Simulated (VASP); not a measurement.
# In2GaP3 (Cmmm) in VASP: a series of runs

Runs on In2GaP3. Level: PBE. Tasks: single point.

Everything below comes from runs of VASP 6.6.1. Logs are shortened: lines on timing, memory, paths and dates and some standing lists are left out, and cuts for length are marked.

### 1 The cell of the first run

The structure is orthorhombic, space group Cmmm (No. 65). The conventional cell has a = 3.649 Å, b = 18.880 Å, c = 3.675 Å, α = 90.00°, β = 90.00°, γ = 90.00°. Within 3.9 Å of In (site symmetry m2m) lie 8 P at 2.99 to 3.40 Å and 2 Ga at 3.13 Å and 4 In at 3.65 to 3.67 Å. Within 3.4 Å of Ga (site symmetry mmm) lie 4 P at 2.59 Å and 4 In at 3.13 Å. P (site symmetry mmm) has 4 Ga at 2.59 Å and 4 In at 3.12 Å within 3.4 Å. Within 3.0 Å of P (site symmetry m2m) lie 2 P at 2.28 Å and 4 In at 2.99 Å.

### 2 Single point, PBE

Input file INCAR:

```
PREC = Accurate
ENCUT = 520
EDIFF = 1E-7
ISMEAR = 0
SIGMA = 0.1
LREAL = F
LASPH = T
NELM = 100
ALGO = Normal
ISIF = 2
LWAVE = F
LCHARG = F
GGA = PE
NBANDS = 36
```

Input file KPOINTS:

```
regular mesh
0
Gamma
  4 4 4
```

Input file POSCAR:

```
In2GaP3
1.0
    1.8247292134     -9.4399819947      0.0000000000
    1.8247292134      9.4399819947      0.0000000000
    0.0000000000      0.0000000000      3.6746762426
In Ga P
2 1 3
Direct
    0.1343212828      0.8656787172      0.5000000000
    0.8656787172      0.1343212828      0.5000000000
    0.0000000000      0.0000000000      0.0000000000
    0.5000000000      0.5000000000      0.5000000000
    0.2860041924      0.7139958076      0.0000000000
    0.7139958076      0.2860041924      0.0000000000
```

Potentials or basis: VASP PAW PBE potentials, release 64 (In_d, Ga_d, P).

Started as:

```console
$ cat potpaw_PBE.64/In_d/POTCAR potpaw_PBE.64/Ga_d/POTCAR potpaw_PBE.64/P/POTCAR > POTCAR
$ mpirun -np 1 vasp_std > vasp.out
```

OUTCAR:

```text
PREC = Accurate
   ENCUT = 520
   EDIFF = 1E-7
   ISMEAR = 0
   LREAL = F
   LASPH = T
   NELM = 100
   ISIF = 2
   GGA = PE

 ion  position               nearest neighbor table
   1  0.134  0.866  0.500-   6 2.99   6 2.99   6 2.99   6 2.99   4 3.12   4 3.12   3 3.13   3 3.13
                             5 3.40   5 3.40
   2  0.866  0.134  0.500-   5 2.99   5 2.99   5 2.99   5 2.99   4 3.12   4 3.12   3 3.13   3 3.13
                             6 3.40   6 3.40
   3  0.000  0.000  0.000-   4 2.59   4 2.59   4 2.59   4 2.59   2 3.13   2 3.13   1 3.13   1 3.13

   4  0.500  0.500  0.500-   3 2.59   3 2.59   3 2.59   3 2.59   1 3.12   2 3.12   1 3.12   2 3.12

   5  0.286  0.714  0.000-   6 2.28   6 2.28   2 2.99   2 2.99   2 2.99   2 2.99   1 3.40   1 3.40

   6  0.714  0.286  0.000-   5 2.28   5 2.28   1 2.99   1 2.99   1 2.99   1 2.99   2 3.40   2 3.40

  LATTYP: Found a base centered orthorhombic cell.
 ALAT       =     3.6494584268
 B/A-ratio  =     5.1733604775
 C/A-ratio  =     1.0069100159

  Lattice vectors:

 A1 = (   1.8247292134,  -9.4399819947,   0.0000000000)
 A2 = (   1.8247292134,   9.4399819947,   0.0000000000)
 A3 = (   0.0000000000,   0.0000000000,   3.6746762426)

Analysis of symmetry for initial positions (statically):
=====================================================================
 Subroutine PRICEL returns:
 Original cell was already a primitive cell.

 Routine SETGRP: Setting up the symmetry group for a
 base centered orthorhombic supercell.

 Subroutine GETGRP returns: Found  8 space group operations
 (whereof  8 operations were pure point group operations)
 out of a pool of  8 trial point group operations.

The static configuration has the point symmetry D_2h.

Analysis of symmetry for dynamics (positions and initial velocities):
=====================================================================
 Subroutine PRICEL returns:
 Original cell was already a primitive cell.

 Routine SETGRP: Setting up the symmetry group for a
 base centered orthorhombic supercell.

 Subroutine GETGRP returns: Found  8 space group operations
 (whereof  8 operations were pure point group operations)
 out of a pool of  8 trial point group operations.

The dynamic configuration has the point symmetry D_2h.

 Subroutine INISYM returns: Found  8 space group operations
 (whereof  8 operations are pure point group operations),
 and found     1 'primitive' translations

----------------------------------------------------------------------------------------

                                     Primitive cell

  volume of cell :     126.5956

  direct lattice vectors                    reciprocal lattice vectors
     1.824729213 -9.439981995  0.000000000     0.274013260 -0.052966203  0.000000000
     1.824729213  9.439981995  0.000000000     0.274013260  0.052966203  0.000000000
     0.000000000  0.000000000  3.674676243     0.000000000  0.000000000  0.272132818

  length of vectors
     9.614722917  9.614722917  3.674676243     0.279085444  0.279085444  0.272132818

  position of ions in fractional coordinates (direct lattice)
     0.134321283  0.865678717  0.500000000
     0.865678717  0.134321283  0.500000000
     0.000000000  0.000000000  0.000000000
     0.500000000  0.500000000  0.500000000
     0.286004192  0.713995808  0.000000000
     0.713995808  0.286004192  0.000000000

  ion indices of the primitive-cell ions
   primitive index   ion index
                 1           1
                 2           2
                 3           3
                 4           4
                 5           5
                 6           6

----------------------------------------------------------------------------------------

 KPOINTS: regular mesh

Automatic generation of k-mesh.
 Grid dimensions read from file:
 generate k-points for:    4    4    4

 Generating k-lattice:

  Cartesian coordinates                     Fractional coordinates (reciprocal lattice)
     0.068503315 -0.013241551  0.000000000     0.250000000 -0.000000000  0.000000000
     0.068503315  0.013241551  0.000000000    -0.000000000  0.250000000  0.000000000
     0.000000000  0.000000000  0.068033204     0.000000000  0.000000000  0.250000000

  Length of vectors
     0.069771361  0.069771361  0.068033204

  Shift w.r.t. Gamma in fractional coordinates (k-lattice)
     0.000000000  0.000000000  0.000000000

 Subroutine IBZKPT returns following result:
 ===========================================

 Found     21 irreducible k-points:

 Following reciprocal coordinates:
            Coordinates               Weight
  0.000000  0.000000  0.000000      1.000000
  0.250000  0.000000  0.000000      4.000000
  0.500000  0.000000  0.000000      2.000000
  0.250000  0.250000  0.000000      2.000000
  0.500000  0.250000  0.000000      4.000000
 -0.250000  0.250000  0.000000      2.000000
[... 13 lines left out ...]
 -0.250000  0.250000  0.500000      2.000000
  0.500000  0.500000  0.500000      1.000000
   k-points           NKPTS =     21   k-points in BZ     NKDIM =     21   number of bands    NBANDS=     36
   number of dos      NEDOS =    301   number of ions     NIONS =      6
   total plane-waves  NPLWV = 145152
   dimension x,y,z NGX =    72 NGY =   72 NGZ =   28
   dimension x,y,z NGXF=   144 NGYF=  144 NGZF=   56
   ions per type =               2   1   3
   NGX,Y,Z   is equivalent  to a cutoff of  12.45, 12.45, 12.67 a.u.
   NGXF,Y,Z  is equivalent  to a cutoff of  24.90, 24.90, 25.33 a.u.
 SYSTEM =  unknown system
   PREC   = accura    normal or accurate (medium, high low for compatibility)
   ISTART =      0    job   : 0-new  1-cont  2-samecut
   ICHARG =      2    charge: 1-file 2-atom 10-const
   ISPIN  =      1    spin polarized calculation?
   LNONCOLLINEAR =      F non collinear calculations
   LSORBIT =      F    spin-orbit coupling
   LASPH  =      T    aspherical Exc in radial PAW
   ENCUT  =  520.0 eV  38.22 Ry    6.18 a.u.  17.88 17.88  6.83*2*pi/ulx,y,z
   NELM   =    100;   NELMIN=  2; NELMDL= -5     # of ELM steps
   EDIFF  = 0.1E-06   stopping-criterion for ELM
   LREAL  =      F    real-space projection
   EDIFFG = 0.1E-05   stopping-criterion for IOM
   NSW    =      0    number of steps for IOM
   IBRION =     -1    ionic relax: 0-MD 1-quasi-New 2-CG
   NFREE  =      0    steps in history (QN), initial steepest desc. (CG)
   ISIF   =      2    stress and relaxation
   ISYM   =      2    0-nonsym 1-usesym 2-fastsym
   POTIM  = 0.5000    time-step for ionic-motion
   TEBEG  =    0.0;   TEEND  =   0.0 temperature during run
   PSTRESS=    0.0 pullay stress
   NELECT =      54.0000    total number of electrons
   NUPDOWN=      -1.0000    fix difference up-down
   EMIN   =  10.00;   EMAX   =-10.00  energy-range for DOS
   EFERMI =   0.00;   METHOD = LEGACY
   ISMEAR =     0;   SIGMA  =   0.10  broadening in eV -4-tet -1-fermi 0-gaus
   EFERMI_NEDOS =   21; number of points for ismear=-14 and -15
   IALGO  =     38    algorithm
   IMIX   =      4    mixing-type and parameters
     AMIX     =   0.40;   BMIX     =  1.00
     AMIX_MAG =   1.60;   BMIX_MAG =  1.00
  volume/ion in A,a.u.               =      21.10       142.38
  Fermi-wavevector in a.u.,A,eV,Ry     =   1.232348  2.328799 20.662901  1.518680
  Thomas-Fermi vector in A             =   2.367121
   LORBIT       =      0    0 simple, 1 ext, 2 COOP (PROOUT), +10 PAW based schemes
   GGA     = PE    functional components
   LHFCALC =     F    Hartree Fock is set to
   AEXX    =    0.0000 exact exchange contribution
   IVDW    =     0    specifies the selected vdW correction
   LEPSILON=     F    determine dielectric tensor
   LRPA    =     F    only Hartree local field effects (RPA)
 non-spin polarized calculation
 Gauss-broadening in eV      SIGMA  =   0.10
  energy-cutoff  :      520.00
  volume of cell :      126.60
 maximum number of plane-waves:      3450
   NGX = 35   NGY = 35   NGZ = 13

 number of electron      53.9999993 magnetization

 Free energy of the ion-electron system (eV)
  ---------------------------------------------------
  ext. energy  EPLUGINS =         0.00000000
  ---------------------------------------------------
  free energy    TOTEN  =       -23.42810488 eV

  energy without entropy =      -23.41103429  energy(sigma->0) =      -23.41956958

 E-fermi :   6.6329     XC(G=0): -10.2729

 val. band max:        6.6289738866   @ k =  -0.2500   0.2500   0.2500
 cond. band min:       6.6590725487   @ k =   0.2500   0.2500   0.0000
 fundamental gap:      0.0300986621
 Fermi energy:         6.6329468937

 k-point     1 :       0.0000    0.0000    0.0000
  band No.  band energies     occupation
      1      -8.4333      2.00000
      2      -8.3414      2.00000
      3      -8.3143      2.00000
      4      -8.3048      2.00000
      5      -8.2919      2.00000
      6      -7.7804      2.00000
[... 28 lines left out ...]
     35      12.5180      0.00000
     36      12.7004      0.00000

 k-point     2 :       0.2500    0.0000    0.0000
  band No.  band energies     occupation
      1      -8.4019      2.00000
      2      -8.3398      2.00000
      3      -8.3166      2.00000
      4      -8.3110      2.00000
      5      -8.2953      2.00000
      6      -7.7497      2.00000
[... 28 lines left out ...]
     35      11.5719      0.00000
     36      11.8733      0.00000

 k-point     3 :       0.5000    0.0000    0.0000
  band No.  band energies     occupation
      1      -8.3763      2.00000
      2      -8.3382      2.00000
      3      -8.3299      2.00000
      4      -8.3283      2.00000
      5      -8.2735      2.00000
      6      -7.7864      2.00000
[... 28 lines left out ...]
     35      11.4171      0.00000
     36      12.0024      0.00000

 k-point     4 :       0.2500    0.2500    0.0000
  band No.  band energies     occupation
      1      -8.3763      2.00000
      2      -8.3382      2.00000
      3      -8.3299      2.00000
      4      -8.3284      2.00000
      5      -8.2735      2.00000
      6      -7.7865      2.00000
[... 28 lines left out ...]
     35      11.4116      0.00000
     36      11.5116      0.00000

 k-point     5 :       0.5000    0.2500    0.0000
  band No.  band energies     occupation
      1      -8.4019      2.00000
      2      -8.3399      2.00000
      3      -8.3166      2.00000
      4      -8.3110      2.00000
      5      -8.2951      2.00000
      6      -7.7493      2.00000
[... 538 lines left out ...]
 k-point    19 :       0.5000    0.2500    0.5000
  band No.  band energies     occupation
      1      -8.3950      2.00000
      2      -8.3659      2.00000
      3      -8.3596      2.00000
      4      -8.3111      2.00000
      5      -8.2432      2.00000
      6      -7.8449      2.00000
[... 28 lines left out ...]
     35      11.3489      0.00000
     36      12.2004      0.00000

 k-point    20 :      -0.2500    0.2500    0.5000
  band No.  band energies     occupation
      1      -8.3832      2.00000
      2      -8.3629      2.00000
      3      -8.3319      2.00000
      4      -8.3012      2.00000
      5      -8.2582      2.00000
      6      -7.8932      2.00000
[... 28 lines left out ...]
     35      11.3175      0.00000
     36      11.9859      0.00000

 k-point    21 :       0.5000    0.5000    0.5000
  band No.  band energies     occupation
      1      -8.3824      2.00000
      2      -8.3630      2.00000
      3      -8.3319      2.00000
      4      -8.3012      2.00000
      5      -8.2582      2.00000
      6      -7.8960      2.00000
[... 28 lines left out ...]
     35      11.5413      0.00000
     36      11.6326      0.00000

------------------------ aborting loop because EDIFF is reached ----------------------------------------

  FORCE on cell =-STRESS in cart. coord.  units (eV):
  Direction    XX          YY          ZZ          XY          YZ          ZX
  --------------------------------------------------------------------------------------
  -------------------------------------------------------------------------------------
  Total       -0.1218066      0.0997849      0.0027391      0.0000000      0.0000000      0.0000000
  in kB       -1.5415685      1.2628639      0.0346653      0.0000000      0.0000000      0.0000000
  external PRESSURE =      -0.0813464 kB  Pullay stress =       0.0000000 kB

 VOLUME and BASIS-vectors are now :
 -----------------------------------------------------------------------------
  energy-cutoff  :      520.00
  volume of cell :      126.60
      direct lattice vectors                 reciprocal lattice vectors
     1.824729213 -9.439981995  0.000000000     0.274013260 -0.052966203  0.000000000
     1.824729213  9.439981995  0.000000000     0.274013260  0.052966203  0.000000000
     0.000000000  0.000000000  3.674676243     0.000000000  0.000000000  0.272132818

 POSITION                                       TOTAL-FORCE (eV/Angst)
 -----------------------------------------------------------------------------------
      1.82473      6.90400      1.83734         0.000000      0.014102     -0.000000
      1.82473     -6.90400      1.83734         0.000000     -0.014102      0.000000
      0.00000      0.00000      0.00000         0.000000      0.000000      0.000000
      1.82473      0.00000      1.83734         0.000000      0.000000      0.000000
      1.82473      4.04023      0.00000         0.000000      0.039833      0.000000
      1.82473     -4.04023      0.00000         0.000000     -0.039833      0.000000
 -----------------------------------------------------------------------------------
    total drift:                               -0.000000     -0.000000     -0.000000

  FREE ENERGIE OF THE ION-ELECTRON SYSTEM (eV)
  ---------------------------------------------------
  free  energy   TOTEN  =       -23.4281048794 eV

  energy  without entropy=      -23.4110342868  energy(sigma->0) =      -23.41956958
```

Wall time 2.4 min (1 thread of Intel Xeon Platinum 8375C at 2.90GHz (Ice Lake), shared host); peak memory 0.41 GiB.

What came out:

```yaml
Free_energy: -23.4281 eV
Pressure: 0.0 GPa
Largest_force: 0.040 eV/Å
Band_gap_on_the_k_mesh: zero (band 27 reaches 7.63 eV, above the bottom of band 28 at 5.36 eV)
```

Forces on the atoms (eV/Å):
```
In   0.000  0.014  0.000
In   0.000 -0.014  0.000
Ga   0.000  0.000  0.000
P    0.000  0.000  0.000
P    0.000  0.040  0.000
P    0.000 -0.040  0.000
```

Levels at points of the mesh, in eV from the Fermi level:
```tsv
k point	band 24	band 25	band 26	band 27	band 28	band 29	band 30	band 31
(0.00, 0.00, 0.00)	-1.73	-1.73	-1.45	0.48	1.24	1.79	2.14	2.16
(0.50, 0.00, 0.00)	-1.31	-0.14	-0.12	0.03	0.22	2.45	3.03	3.06
(0.50, 0.50, 0.00)	-1.86	-1.80	-1.58	0.45	1.03	1.37	1.61	2.77
(0.00, 0.00, 0.50)	-1.87	-1.52	-1.30	-0.22	0.69	2.49	2.78	2.89
(0.50, 0.00, 0.50)	-3.98	-3.82	-2.45	-2.09	-0.83	-0.54	0.81	1.17
(0.50, 0.50, 0.50)	-3.17	-0.53	-0.22	0.36	0.98	1.60	2.74	3.03
```

Caveat: the k points lie up to 0.44 Å⁻¹ apart; spin-orbit coupling is left out, which moves the levels of the heavy elements.

(Part 1 of 2 ends here.)
